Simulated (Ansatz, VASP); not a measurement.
**Bi: VASP beside Ansatz**

The input INCAR:

```
SYSTEM = Bi
PREC = Accurate
ENCUT = 520
EDIFF = 1E-7
ISMEAR = 0
SIGMA = 0.15
LREAL = .False.
LASPH = .True.
NELM = 60
ALGO = Fast
ISIF = 2
LWAVE = .False.
LCHARG = .True.
LELF = .True.
LVHAR = .True.
NBANDS = 14
```

File KPOINTS:

```
Automatic mesh
0
Gamma
  18 18 18
  0 0 0
```

The input POSCAR:

```
Bi
1.0
   -2.0184832827      1.9443777809      1.9814305318
    2.0184832827     -1.9443777809      1.9814305318
    2.0184832827      1.9443777809     -1.9814305318
Bi
1
Direct
    0.0000000000      0.0000000000      0.0000000000
```

Input for Ansatz:

```yaml
crystal:
  lattice:
    - [-2.0184832827, 1.9443777809, 1.9814305318]
    - [2.0184832827, -1.9443777809, 1.9814305318]
    - [2.0184832827, 1.9443777809, -1.9814305318]
  atoms:
    - { symbol: Bi, position: [0.0, 0.0, 0.0] }
basis:
  ecutwfc: 420
kpoints:
  mp_grid: { grid: [18, 18, 18] }
hamiltonian:
  xc: lda
scf:
  occupations: { method: gaussian, width: 0.15 }
output:
  forces: true
  stress: true
  eigenvalues: true
```

Change from the starting cell: strain +0.0187 x Voigt [1, -1, 0, 0, 0, 0], atoms carried along.

Alike in both runs: task single point; functional LDA; k mesh 18 × 18 × 18; occupations gaussian, width 0.15 eV; no spin polarisation.

|  | VASP | Ansatz |
| --- | --- | --- |
| version | VASP 6.6.1 | Ansatz 0.2.0 |
| potentials or method | VASP PAW LDA potentials, release 64 (Bi_d), cutoff 520 eV | scalar-relativistic, plane waves, PAW |
| valence electrons in the cell | 15 | 15 |

```tsv
	VASP	Ansatz	Ansatz less VASP
gap on the k mesh at the Fermi level (eV)	none	none	-
pressure (GPa)	-3.2	-3.2	-0.06
traceless stress, the component that is largest in VASP (GPa)	-0.14	-0.14	-0.001
```

LDA's correlation is that of Perdew and Zunger in VASP and of Perdew and Wang (1992) in Ansatz. A gap of «none» marks a metal or a gap that the smearing closes.

Spin-orbit coupling is off throughout.
